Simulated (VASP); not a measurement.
C: single point with r2SCAN

C:

```xyz
2
Lattice="0.0000 1.8036 1.8036 1.8036 0.0000 1.8036 1.8036 1.8036 0.0000" Properties=species:S:1:pos:R:3 pbc="T T T"
C     1.8036    1.8036    1.8036
C     2.7054    2.7054    2.7054
```

This cell differs from its parent crystal: volume scaled by 1.04.

```json
{
  "Program": "VASP 6.6.1",
  "Task": "single point",
  "Functional": "r2SCAN",
  "Potentials or basis": "VASP PAW PBE potentials, release 64 (C)",
  "Cutoff": "520 eV",
  "k mesh": "13 × 13 × 13",
  "Occupations": "fermi-dirac, width 0.05 eV",
  "Spin": "no spin polarisation"
}
```

```yaml
Pressure: -15.5 GPa
Band_gap_on_the_k_mesh: 4.26 eV, indirect (least direct gap 5.74 eV)
```

Levels at points of the mesh, in eV from the valence-band top:
| k point | band 1 | band 2 | band 3 | band 4 | band 5 | band 6 | band 7 | band 8 |
| --- | --- | --- | --- | --- | --- | --- | --- | --- |
| (0.00, 0.00, 0.00) | -22.23 | 0.00 | 0.00 | 0.00 | 5.74 | 5.74 | 5.74 | 13.02 |

Wall time 17 s on 1 thread of Intel(R) Xeon(R) 6975P-C (Granite Rapids), with other jobs on the host, peak memory 0.12 GiB.

Caveat: the PAW data sets were made with another functional, which shifts forces and pressure a little. A k mesh can miss the band edges.
